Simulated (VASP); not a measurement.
# BaMg6Ti in VASP: notebook

The runs below take BaMg6Ti through single point, with PBE.

Program: VASP 6.6.1. These are calculated values, not measurements. Logs are shortened: lines on timing, memory, paths and dates and some standing lists are left out, and cuts for length are marked.

## Step 1: The cell of the first run

Symmetry: P-6m2, No. 187, hexagonal system. Conventional cell: a = 6.771 Å, b = 6.771 Å, c = 5.357 Å, α = 90.00°, β = 90.00°, γ = 120.00°. Ba (site symmetry -6m2) has 12 Mg at 3.39 Å within 4.5 Å. Ti (site symmetry -6m2) has 12 Mg at 3.22 to 3.39 Å within 4.2 Å. Mg (site symmetry mm2) has 8 Mg at 3.10 to 3.67 Å and 2 Ti at 3.22 Å and 2 Ba at 3.39 Å within 4.1 Å. Mg (site symmetry mm2) has 8 Mg at 3.18 to 3.60 Å and 2 Ti at 3.39 Å and 2 Ba at 3.39 Å within 4.2 Å.

## Step 2: Single point, PBE

File INCAR:

```
PREC     = Accurate       # precision mode
ENCUT    = 520            # plane-wave cutoff, eV
EDIFF    = 1E-7           # SCF threshold, eV
ISMEAR   = -1             # smearing method
SIGMA    = 0.05           # smearing width, eV
LREAL    = False          # projectors in reciprocal space
LASPH    = True           # aspherical terms in the spheres
NELM     = 60             # most SCF steps
ALGO     = Fast           # electronic algorithm
ISIF     = 2              # what is computed and relaxed
LWAVE    = False          # write WAVECAR
LCHARG   = True           # write CHGCAR
GGA      = PE             # functional
LELF     = True           # ELF
LVHAR    = True         
NBANDS   = 27             # bands
```

File KPOINTS:

```
Automatic mesh
0
Gamma
  5 5 5
```

File POSCAR:

```
BaMg6Ti
1.0
    6.7711061051      0.0000000000      0.0000000000
   -3.3855530525      5.8639498987      0.0000000000
    0.0000000000      0.0000000000      5.3573822692
Ba Ti Mg
1 1 6
Direct
    0.0000000000      0.0000000000      0.0000000000
    0.6666666667      0.3333333333      0.5000000000
    0.5140310000      0.4859690000      0.0000000000
    0.9719380000      0.4859690000      0.0000000000
    0.5140310000      0.0280620000      0.0000000000
    0.1770245000      0.8229755000      0.5000000000
    0.6459510000      0.8229755000      0.5000000000
    0.1770245000      0.3540490000      0.5000000000
```

Potentials or basis: VASP PAW PBE potentials, release 64 (Ba_sv, Ti_sv, Mg).

Command:

```sh
cat potpaw_PBE.64/Ba_sv/POTCAR potpaw_PBE.64/Ti_sv/POTCAR potpaw_PBE.64/Mg/POTCAR > POTCAR
mpirun -np 1 vasp_std > vasp.out
```

OUTCAR:

```text
PREC = Accurate
   ENCUT = 520
   EDIFF = 1E-7
   ISMEAR = -1
   LREAL = False
   LASPH = True
   NELM = 60
   ISIF = 2
   GGA = PE

 ion  position               nearest neighbor table
   1  0.000  0.000  0.000-   8 3.39   8 3.39   6 3.39   6 3.39   7 3.39   7 3.39   4 3.39   4 3.39
                             3 3.39   3 3.39   5 3.39   5 3.39
   2  0.667  0.333  0.500-   5 3.22   5 3.22   4 3.22   4 3.22   3 3.22   3 3.22
   3  0.514  0.486  0.000-   5 3.10   4 3.10   2 3.22   2 3.22   7 3.34   7 3.34   8 3.34   8 3.34
                             1 3.39   1 3.39
   4  0.972  0.486  0.000-   5 3.10   3 3.10   2 3.22   2 3.22   6 3.34   6 3.34   8 3.34   8 3.34
                             1 3.39   1 3.39
   5  0.514  0.028  0.000-   3 3.10   4 3.10   2 3.22   2 3.22   7 3.34   7 3.34   6 3.34   6 3.34
                             1 3.39   1 3.39
   6  0.177  0.823  0.500-   8 3.18   7 3.18   4 3.34   4 3.34   5 3.34   5 3.34   1 3.39   1 3.39
                             8 3.60   7 3.60
   7  0.646  0.823  0.500-   8 3.18   6 3.18   3 3.34   3 3.34   5 3.34   5 3.34   1 3.39   1 3.39
                             8 3.60   6 3.60
   8  0.177  0.354  0.500-   6 3.18   7 3.18   4 3.34   4 3.34   3 3.34   3 3.34   1 3.39   1 3.39
                             6 3.60   7 3.60

  LATTYP: Found a hexagonal cell.
 ALAT       =     6.7711061051
 C/A-ratio  =     0.7912122755

  Lattice vectors:

 A1 = (   6.7711061051,   0.0000000000,   0.0000000000)
 A2 = (  -3.3855530525,   5.8639498987,   0.0000000000)
 A3 = (   0.0000000000,   0.0000000000,   5.3573822692)

Analysis of symmetry for initial positions (statically):
=====================================================================
 Subroutine PRICEL returns:
 Original cell was already a primitive cell.

 Routine SETGRP: Setting up the symmetry group for a
 hexagonal supercell.

 Subroutine GETGRP returns: Found 12 space group operations
 (whereof 12 operations were pure point group operations)
 out of a pool of 24 trial point group operations.

The static configuration has the point symmetry D_3h.

Analysis of symmetry for dynamics (positions and initial velocities):
=====================================================================
 Subroutine PRICEL returns:
 Original cell was already a primitive cell.

 Routine SETGRP: Setting up the symmetry group for a
 hexagonal supercell.

 Subroutine GETGRP returns: Found 12 space group operations
 (whereof 12 operations were pure point group operations)
 out of a pool of 24 trial point group operations.

[... 108 lines left out ...]
   ISIF   =      2    stress and relaxation
   ISYM   =      2    0-nonsym 1-usesym 2-fastsym
   POTIM  = 0.5000    time-step for ionic-motion
   TEBEG  =    0.0;   TEEND  =   0.0 temperature during run
   PSTRESS=    0.0 pullay stress
   NELECT =      34.0000    total number of electrons
   NUPDOWN=      -1.0000    fix difference up-down
   EMIN   =  10.00;   EMAX   =-10.00  energy-range for DOS
   EFERMI =   0.00;   METHOD = LEGACY
   ISMEAR =    -1;   SIGMA  =   0.05  broadening in eV -4-tet -1-fermi 0-gaus
   EFERMI_NEDOS =   21; number of points for ismear=-14 and -15
   IALGO  =     68    algorithm
   IMIX   =      4    mixing-type and parameters
     AMIX     =   0.40;   BMIX     =  1.00
     AMIX_MAG =   1.60;   BMIX_MAG =  1.00
  volume/ion in A,a.u.               =      26.59       179.44
  Fermi-wavevector in a.u.,A,eV,Ry     =   0.888451  1.678930 10.739701  0.789346
  Thomas-Fermi vector in A             =   2.009883
   LORBIT       =      0    0 simple, 1 ext, 2 COOP (PROOUT), +10 PAW based schemes
   GGA     = PE    functional components
   LHFCALC =     F    Hartree Fock is set to
   AEXX    =    0.0000 exact exchange contribution
   IVDW    =     0    specifies the selected vdW correction
   LEPSILON=     F    determine dielectric tensor
   LRPA    =     F    only Hartree local field effects (RPA)
 non-spin polarized calculation
 RMM-DIIS sequential band-by-band and
  energy-cutoff  :      520.00
  volume of cell :      212.72
 maximum number of plane-waves:      5768
 NGX is ok and might be reduce to    50
   NGX = 25   NGY = 25   NGZ = 19

 number of electron      34.0000003 magnetization

 Free energy of the ion-electron system (eV)
  ---------------------------------------------------
  ext. energy  EPLUGINS =         0.00000000
  ---------------------------------------------------
  free energy    TOTEN  =       -17.16908497 eV

  energy without entropy =      -17.09488140  energy(sigma->0) =      -17.13198319

 E-fermi :   2.6033     XC(G=0):  -8.5963

 val. band max:        2.5871748983   @ k =   0.2000   0.0000   0.0000
 cond. band min:       2.6042144160   @ k =   0.2000   0.2000   0.0000
 fundamental gap:      0.0170395178
 Fermi energy:         2.6032611681

 k-point     1 :       0.0000    0.0000    0.0000
  band No.  band energies     occupation
      1     -54.7530      2.00000
      2     -31.0228      2.00000
      3     -30.9748      2.00000
      4     -30.9748      2.00000
      5     -25.1504      2.00000
      6     -10.5814      2.00000
[... 439 lines left out ...]
     26       5.5687      0.00000
     27       5.6015      0.00000

------------------------ aborting loop because EDIFF is reached ----------------------------------------

  FORCE on cell =-STRESS in cart. coord.  units (eV):
  Direction    XX          YY          ZZ          XY          YZ          ZX
  --------------------------------------------------------------------------------------
  -------------------------------------------------------------------------------------
  Total       -1.3748357     -1.3748357     -2.6934681     -0.0000000      0.0000000      0.0000000
  in kB      -10.3552093    -10.3552093    -20.2870975     -0.0000000      0.0000000      0.0000000
  external PRESSURE =     -13.6658387 kB  Pullay stress =       0.0000000 kB

 VOLUME and BASIS-vectors are now :
 -----------------------------------------------------------------------------
  energy-cutoff  :      520.00
  volume of cell :      212.72
      direct lattice vectors                 reciprocal lattice vectors
     6.771106105  0.000000000  0.000000000     0.147686358  0.085266759  0.000000000
    -3.385553053  5.863949899  0.000000000     0.000000000  0.170533517  0.000000000
     0.000000000  0.000000000  5.357382269     0.000000000  0.000000000  0.186658325

 POSITION                                       TOTAL-FORCE (eV/Angst)
 -----------------------------------------------------------------------------------
      0.00000      0.00000      0.00000         0.000000     -0.000000     -0.000000
      3.38555      1.95465      2.67869         0.000000     -0.000000     -0.000000
      1.83528      2.84970      0.00000        -0.080952      0.046738      0.000000
      4.93582      2.84970      0.00000         0.080952      0.046738      0.000000
      3.38555      0.16455      0.00000        -0.000000     -0.093475     -0.000000
     -1.58758      4.82589      2.67869         0.023499     -0.013567     -0.000000
      1.58758      4.82589      2.67869        -0.023499     -0.013567     -0.000000
      0.00000      2.07613      2.67869         0.000000      0.027134     -0.000000
 -----------------------------------------------------------------------------------
    total drift:                               -0.000000      0.000000      0.000000

  FREE ENERGIE OF THE ION-ELECTRON SYSTEM (eV)
  ---------------------------------------------------
  free  energy   TOTEN  =       -17.1690849710 eV

  energy  without entropy=      -17.0948814048  energy(sigma->0) =      -17.13198319
```

OSZICAR:

```text
N       E                     dE             d eps       ncg     rms          rms(c)
DAV:   1     0.189111017437E+03    0.18911E+03   -0.13728E+04   890   0.106E+03
DAV:   2     0.318830818287E+01   -0.18592E+03   -0.17837E+03   961   0.229E+02
DAV:   3    -0.189239088985E+02   -0.22112E+02   -0.21444E+02  1238   0.723E+01
DAV:   4    -0.207568376341E+02   -0.18329E+01   -0.18120E+01  1196   0.161E+01
[... 45 lines left out ...]
RMM:  50    -0.171690848100E+02   -0.99712E-07   -0.17403E-06   881   0.319E-03    0.317E-02
RMM:  51    -0.171690847745E+02    0.35560E-07   -0.15543E-06   976   0.319E-03    0.312E-02
RMM:  52    -0.171690849313E+02   -0.15679E-06   -0.13075E-06   849   0.285E-03    0.314E-02
RMM:  53    -0.171690849835E+02   -0.52180E-07   -0.11609E-06   872   0.274E-03    0.313E-02
RMM:  54    -0.171690849710E+02    0.12421E-07   -0.94984E-07   909   0.271E-03
   1 F= -.17169085E+02 E0= -.17131983E+02  d E =-.742036E-01
```

stdout:

```text
POSCAR found type information on POSCAR BaTiMg
 POSCAR found :  3 types and       8 ions
[... 41 lines left out ...]
 num prob  num prob  num prob  num prob  num prob RMM:  50    -0.171690848100E+02   -0.99712E-07   -0.17403E-06   881   0.319E-03    0.317E-02
 num prob  num prob WARNING in EDDRMM: call to ZHEGV failed, returncode =   6  3     26
 num prob  num prob  num prob  num prob RMM:  51    -0.171690847745E+02    0.35560E-07   -0.15543E-06   976   0.319E-03    0.312E-02
 num prob  num prob  num prob  num prob  num prob  num prob RMM:  52    -0.171690849313E+02   -0.15679E-06   -0.13075E-06   849   0.285E-03    0.314E-02
 num prob  num prob  num prob  num prob  num prob  num prob  num prob RMM:  53    -0.171690849835E+02   -0.52180E-07   -0.11609E-06   872   0.274E-03    0.313E-02
 num prob  num prob  num prob  num prob  num prob  num prob RMM:  54    -0.171690849710E+02    0.12421E-07   -0.94984E-07   909   0.271E-03
```

Wall time 8.6 min (1 thread of AMD EPYC 7R13, shared host); peak memory 0.34 GiB.

Results:

```yaml
Free_energy: -17.1691 eV
Pressure: -1.4 GPa
Largest_force: 0.093 eV/Å
Band_gap_on_the_k_mesh: zero (bands 17 and 18 overlap by 0.19 eV)
```

Forces in eV/Å, atoms in the order of the input:
```
Ba   0.000  0.000  0.000
Ti   0.000  0.000  0.000
Mg  -0.081  0.047  0.000
Mg   0.081  0.047  0.000
Mg   0.000 -0.093  0.000
Mg   0.023 -0.014  0.000
Mg  -0.023 -0.014  0.000
Mg   0.000  0.027  0.000
```

Stress tensor (GPa, compression positive):
```
-1.04  0.00  0.00
 0.00 -1.04  0.00
 0.00  0.00 -2.03
```

Levels at points of the mesh, in eV from the Fermi level:
```csv
k point,band 13,band 14,band 15,band 16,band 17,band 18,band 19,band 20,band 21,band 22
"(0.00, 0.00, 0.00)",-1.55,-0.92,-0.92,-0.55,0.09,0.09,0.40,1.06,1.09,1.09
```

Caveat: spin-orbit coupling is left out, which moves the levels of the heavy elements.

(Part 1 of 2 ends here.)
